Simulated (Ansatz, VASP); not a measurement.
This is a calculation of InSb3 for Ansatz 0.2.0.

Contents of input.yaml:

```yaml
crystal:
  lattice:
    - [0.0, 3.8444890816, 3.8444890816]
    - [3.8444890816, 0.0, 3.8444890816]
    - [3.8444890816, 3.8444890816, 0.0]
  atoms:
    - { symbol: Sb, position: [0.5, 0.5, 0.5] }
    - { symbol: Sb, position: [0.75, 0.75, 0.75] }
    - { symbol: Sb, position: [0.25, 0.25, 0.25] }
    - { symbol: In, position: [0.0, 0.0, 0.0] }
hamiltonian:
  xc: r2scan
  pseudopotentials: { kind: paw }
kpoints:
  mp_grid: { grid: [6, 6, 6] }
scf:
  occupations: { method: fermi_dirac, width: 0.05 }
output:
  forces: true
  stress: true
  eigenvalues: true
```

Potentials or basis: Ansatz PAW.

Command:

```console
$ ansatz run input.yaml --threads 2 --pin off --max-ram 5632MiB --backend cpu --events-out ev --progress --plain --runs-dir out
```

Question: Translate it to VASP 6.6.1. Potentials there: VASP PAW PBE potentials, release 64 (Sb, In_d).

Answer: As run (the cutoff follows the program's own potentials):

The input POSCAR:

```
InSb3
1.0
    0.0000000000      3.8444890816      3.8444890816
    3.8444890816      0.0000000000      3.8444890816
    3.8444890816      3.8444890816      0.0000000000
Sb In
3 1
Direct
    0.5000000000      0.5000000000      0.5000000000
    0.7500000000      0.7500000000      0.7500000000
    0.2500000000      0.2500000000      0.2500000000
    0.0000000000      0.0000000000      0.0000000000
```

The input INCAR.step1:

```
ALGO     = Normal         # electronic algorithm
EDIFF    = 1E-4           # SCF threshold, eV
ENCUT    = 520            # plane-wave cutoff, eV
GGA      = PE             # functional
ISMEAR   = -1             # smearing method
LASPH    = T              # aspherical terms in the spheres
LCHARG   = F              # write CHGCAR
LREAL    = F              # projectors in reciprocal space
LWAVE    = T              # write WAVECAR
NBANDS   = 22             # bands
NELM     = 80             # most SCF steps
PREC     = Accurate       # precision mode
SIGMA    = 0.05           # smearing width, eV
```

The input INCAR.step2:

```
ALGO     = Normal         # electronic algorithm
EDIFF    = 1E-6           # SCF threshold, eV
ENCUT    = 520            # plane-wave cutoff, eV
ISIF     = 2              # what is computed and relaxed
ISMEAR   = -1             # smearing method
ISTART   = 1            
LASPH    = T              # aspherical terms in the spheres
LCHARG   = F              # write CHGCAR
LMIXTAU  = T            
LREAL    = F              # projectors in reciprocal space
LWAVE    = F              # write WAVECAR
METAGGA  = R2SCAN         # meta-GGA
NBANDS   = 22             # bands
NELM     = 80             # most SCF steps
PREC     = Accurate       # precision mode
SIGMA    = 0.05           # smearing width, eV
```

The input KPOINTS:

```
k-points
0
Gamma
  6 6 6
```

Potentials or basis: VASP PAW PBE potentials, release 64 (Sb, In_d).

Run with:

```console
$ cat potpaw_PBE.64/Sb/POTCAR potpaw_PBE.64/In_d/POTCAR > POTCAR
$ cp INCAR.step1 INCAR
$ mpirun -np 1 vasp_std > vasp.out
$ cp INCAR.step2 INCAR
$ mpirun -np 1 vasp_std > vasp.out
```

Both were run:

|  | VASP | Ansatz | Ansatz less VASP |
| --- | --- | --- | --- |
| gap on the k mesh at the Fermi level (eV) | none | none | - |
| pressure (GPa) | -2.9 | -2.9 | +0.04 |

VASP's potentials were made for PBE, not for r2SCAN. A gap of «none» marks a metal or a gap that the smearing closes. With one functional, cell and mesh, what is left measures potentials, basis and numerics. VASP's potentials hold 28 valence electrons a cell and Ansatz's 58, so a difference there can come from the potentials and not from the codes.

Spin-orbit coupling is off throughout.
